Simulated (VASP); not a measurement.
# Si9C8 (a cell with a defect) in VASP: further runs, part 2 of 2

VASP 6.6.1. The steps go on from the part before.

### Step 4. Single point, r2SCAN+D3(BJ)

Input file POSCAR:

```
Si9C8
1.0
    0.0000000000      4.3539930000      4.3539930000
    4.3539930000      0.0000000000      4.3539930000
    4.3539930000      4.3539930000      0.0000000000
Si C
9 8
Direct
    0.1489437397      0.1528252342      0.1297429739
    0.1052597007      0.1266423717      0.6326147056
    0.1526529785      0.4885056085      0.2047890293
    0.1257810934      0.6110368115      0.6568108860
    0.5971530042      0.1607489952      0.1017456849
    0.6094061244      0.1549037860      0.6150101757
    0.6091534828      0.6306280235      0.1073382525
    0.6204419713      0.6256785438      0.6322012920
    0.9310304357      0.8530330664      0.3086132660
   -0.0427194072      0.0866560879     -0.0085438814
   -0.0007005064      0.0078663425      0.4688684617
   -0.0195337935      0.5361400443      0.0122990551
   -0.0006545716      0.5163191581      0.5319829407
    0.5090844197     -0.0037322063     -0.0109439772
    0.5164684463     -0.0087276208      0.4888845710
    0.4712455900      0.5164225115      0.0026642211
    0.4946264268      0.5184666121      0.4895046914
```

Input file INCAR.step1:

```
SYSTEM = Si9C8
PREC = Accurate
ENCUT = 520
ISMEAR = -1
SIGMA = 0.02
LREAL = Auto
LASPH = .TRUE.
NELM = 60
NBANDS = 48
GGA = PE
ALGO = Normal
EDIFF = 1E-4
LWAVE = .TRUE.
LCHARG = .FALSE.
```

Input file INCAR.step2:

```
SYSTEM = Si9C8
PREC = Accurate
ENCUT = 520
EDIFF = 1E-6
ISMEAR = -1
SIGMA = 0.02
LREAL = Auto
LASPH = .TRUE.
NELM = 60
ALGO = Normal
ISIF = 2
LWAVE = .FALSE.
LCHARG = .FALSE.
METAGGA = R2SCAN
LMIXTAU = .TRUE.
IVDW = 12
VDW_S6 = 1.0
VDW_S8 = 0.78981345
VDW_A1 = 0.49484001
VDW_A2 = 5.73083694
NBANDS = 48
ISTART = 1
```

Input file KPOINTS:

```
Automatic mesh
0
G
  2 2 2
  0 0 0
```

On the command line:

```sh
cat potpaw_PBE.64/Si/POTCAR potpaw_PBE.64/C/POTCAR > POTCAR
cp INCAR.step1 INCAR
mpirun -np 1 vasp_std > vasp.out
cp INCAR.step2 INCAR
mpirun -np 1 vasp_std > vasp.out
```

It took 3 min on 1 thread of Intel Xeon 6975P-C (Granite Rapids), shared host; peak memory 0.35 GiB.

The run converged. Its results:

* Free energy: -152.4709 eV
* Pressure: 20.1 GPa
* Largest force: 4.632 eV/Å
* Band gap on the k mesh: zero (band 34 reaches 12.52 eV, above the bottom of band 35 at 10.59 eV)
* Dispersion energy per atom: -0.158 eV

Forces in eV/Å, atoms in the order of the input:
```
Si  -0.609 -2.753  2.085
Si  -0.648  0.718  0.576
Si  -2.106 -1.368  0.350
Si   1.879  1.422  2.860
Si  -0.174  1.074 -1.513
Si  -1.061  1.179 -0.879
Si   1.830  1.912  1.204
Si   0.459 -0.715 -1.965
Si   1.984 -0.959  0.412
C   -1.862  0.431  1.113
C    2.144  1.809 -3.687
C   -1.363 -0.740 -1.424
C   -0.348 -0.722 -3.688
C   -0.007 -1.329  0.935
C    0.830 -0.106  1.258
C   -0.825 -0.047  2.431
C   -0.123  0.194 -0.069
```

Stress tensor (GPa, compression positive):
```
18.72 -2.63  4.68
-2.63 18.46 -5.60
 4.68 -5.60 23.20
```

Levels at points of the mesh, in eV from the Fermi level:
```tsv
k point	band 32	band 33	band 34	band 35	band 36	band 37
(0.00, 0.00, 0.00)	-2.90	-2.35	-1.79	-1.08	-0.32	0.28
(0.50, 0.00, 0.00)	-2.55	-1.57	-0.47	-0.07	0.60	0.91
(0.00, 0.50, 0.00)	-3.21	-1.23	-0.03	0.30	0.52	0.74
(0.00, 0.00, 0.50)	-2.86	-2.19	-0.04	0.13	0.79	1.19
(0.50, 0.50, 0.50)	-3.10	-1.39	-0.44	0.01	0.90	1.02
(0.50, 0.50, 0.00)	-3.23	-0.85	0.74	0.96	1.00	1.98
(0.00, 0.50, 0.50)	-3.78	-0.80	0.33	1.46	1.66	1.91
(0.50, 0.00, 0.50)	-2.86	-1.17	0.85	1.18	1.63	1.90
```

Caveat: the k points lie up to 0.62 Å⁻¹ apart; the PAW data sets were made with another functional, which shifts forces and pressure a little.

### Step 5. Single point, r2SCAN+D3(BJ)

Input file POSCAR:

```
Si9C8
1.0
    0.0000000000      4.3539930000      4.3539930000
    4.3539930000      0.0000000000      4.3539930000
    4.3539930000      4.3539930000      0.0000000000
Si C
9 8
Direct
    0.1219570174      0.1644926852      0.0408131111
    0.1404572768      0.1342560725      0.5794566045
    0.1501035946      0.5449365674      0.1461531978
    0.1344857468      0.6279408350      0.6338434628
    0.5860941899      0.1603470653      0.1311325030
    0.6478765584      0.1257351585      0.6443625426
    0.6089123248      0.6393671281      0.1491734139
    0.5884483507      0.5942591088      0.6800654020
    0.9030446305      0.8581662855      0.3643437185
   -0.0339458515      0.0100367640     -0.0058337255
    0.0185576780      0.0250574588      0.4384021747
   -0.0257694489      0.5076489558      0.0037666574
   -0.0007808924      0.4748974103      0.5491740570
    0.4887008316      0.0178456879     -0.0042949081
    0.5443508981     -0.0045475498      0.5036296567
    0.4876443302      0.5328442191      0.0152963039
    0.4921114940      0.4992543626      0.5202695549
```

Input file INCAR.step1:

```
  ALGO = Normal
  EDIFF = 1E-4
  ENCUT = 520
  GGA = PE
  ISMEAR = -1
  LASPH = True
  LCHARG = False
  LREAL = Auto
  LWAVE = True
  NBANDS = 48
  NELM = 80
  PREC = Accurate
  SIGMA = 0.02
```

Input file INCAR.step2:

```
  ALGO = Normal
  EDIFF = 1E-6
  ENCUT = 520
  ISIF = 2
  ISMEAR = -1
  ISTART = 1
  IVDW = 12
  LASPH = True
  LCHARG = True
  LELF = True
  LMIXTAU = True
  LREAL = Auto
  LVHAR = True
  LWAVE = False
  METAGGA = R2SCAN
  NBANDS = 48
  NELM = 80
  PREC = Accurate
  SIGMA = 0.02
  VDW_A1 = 0.49484001
  VDW_A2 = 5.73083694
  VDW_S6 = 1.0
  VDW_S8 = 0.78981345
```

Input file KPOINTS:

```
k-points
0
Gamma
  2 2 2
```

On the command line:

```sh
cat potpaw_PBE.64/Si/POTCAR potpaw_PBE.64/C/POTCAR > POTCAR
cp INCAR.step1 INCAR
mpirun -np 1 vasp_std > vasp.out
cp INCAR.step2 INCAR
mpirun -np 1 vasp_std > vasp.out
```

Wall time 2.9 min (1 thread of Intel Xeon 6975P-C (Granite Rapids), shared host); peak memory 0.34 GiB.

The run converged. Its results:

- Free energy: -152.1025 eV
- Pressure: 16.4 GPa
- Largest force: 4.220 eV/Å
- Band gap on the k mesh: zero (band 34 reaches 12.60 eV, above the bottom of band 35 at 10.28 eV)
- Dispersion energy per atom: -0.158 eV

Forces in eV/Å, atoms in the order of the input:
```
Si  -0.363  1.851  0.568
Si  -1.103  1.421 -0.321
Si   1.162  0.258 -1.604
Si   1.086  1.735 -0.600
Si  -0.138 -0.833 -1.068
Si   0.558 -1.697  0.519
Si   0.163 -0.775  0.930
Si  -0.573 -0.309  4.169
Si  -2.375 -1.535 -1.189
C   -0.339  0.743  0.636
C    1.036  1.761 -1.747
C    0.604 -0.143  1.818
C    1.660 -3.491  1.232
C    0.379  1.089 -0.681
C   -0.359 -0.904 -1.862
C   -0.168  1.025 -1.236
C   -1.230 -0.195  0.436
```

Stress tensor (GPa, compression positive):
```
17.22  3.33  3.07
 3.33 15.12  0.48
 3.07  0.48 16.95
```

Levels at points of the mesh, in eV from the Fermi level:
```tsv
k point	band 32	band 33	band 34	band 35	band 36	band 37
(0.00, 0.00, 0.00)	-3.20	-2.42	-1.86	-1.55	-0.18	0.81
(0.50, 0.00, 0.00)	-3.50	-0.80	-0.39	-0.20	0.14	0.73
(0.00, 0.50, 0.00)	-3.61	-0.75	-0.44	0.18	0.30	0.61
(0.00, 0.00, 0.50)	-3.30	-1.42	-0.21	0.35	0.51	0.90
(0.50, 0.50, 0.50)	-3.47	-0.96	-0.15	0.27	0.63	0.72
(0.50, 0.50, 0.00)	-3.78	-0.39	0.56	1.50	1.61	1.85
(0.00, 0.50, 0.50)	-4.00	-0.31	0.46	1.25	1.51	1.64
(0.50, 0.00, 0.50)	-3.83	-0.40	0.76	1.01	1.82	1.91
```

Caveat: the k points lie up to 0.62 Å⁻¹ apart; the PAW data sets were made with another functional, which shifts forces and pressure a little.
